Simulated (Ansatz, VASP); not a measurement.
# Two plane-wave programs on SnSe

INCAR

```
SYSTEM = SnSe
PREC = Accurate
ENCUT = 520
EDIFF = 1E-7
ISMEAR = 0
SIGMA = 0.01
LREAL = .FALSE.
LASPH = .TRUE.
NELM = 100
ALGO = Normal
ISIF = 2
LWAVE = .FALSE.
LCHARG = .FALSE.
GGA = PE
NBANDS = 17
```

File KPOINTS:

```
regular mesh
0
G
  10 10 10
  0 0 0
```

The input POSCAR:

```
SnSe
1.0
    0.0000000000      3.2858993431      3.2858993431
    3.2858993431      0.0000000000      3.2858993431
    3.2858993431      3.2858993431      0.0000000000
Sn Se
1 1
Direct
    0.0000000000      0.0000000000      0.0000000000
    0.2500000000      0.2500000000      0.2500000000
```

Input for Ansatz:

```yaml
crystal:
  lattice:
    - [0.0, 3.2858993431, 3.2858993431]
    - [3.2858993431, 0.0, 3.2858993431]
    - [3.2858993431, 3.2858993431, 0.0]
  atoms:
    - { symbol: Sn, position: [0.0, 0.0, 0.0] }
    - { symbol: Se, position: [0.25, 0.25, 0.25] }
basis:
  ecutwfc: 420
kpoints:
  mp_grid: { grid: [10, 10, 10] }
hamiltonian:
  xc: pbe
scf:
  occupations: { method: gaussian, width: 0.01 }
output:
  forces: true
  stress: true
  eigenvalues: true
```

Alike in both runs: task single point; functional PBE; k mesh 10 × 10 × 10; occupations gaussian, width 0.01 eV; no spin polarisation.

|  | VASP | Ansatz |
| --- | --- | --- |
| version | VASP 6.6.1 | Ansatz 0.2.0 |
| potentials or method | VASP PAW PBE potentials, release 64 (Sn_d, Se), cutoff 520 eV | scalar-relativistic, plane waves, PAW |
| valence electrons in the cell | 20 | 30 |

|  | VASP | Ansatz | Ansatz less VASP |
| --- | --- | --- | --- |
| gap on the k mesh at the Fermi level (eV) | none | none | - |
| pressure (GPa) | 3.4 | 3.4 | -0.01 |

A gap of «none» marks a metal or a gap that the smearing closes. VASP's potentials hold 20 valence electrons a cell and Ansatz's 30, so a difference there can come from the potentials and not from the codes.
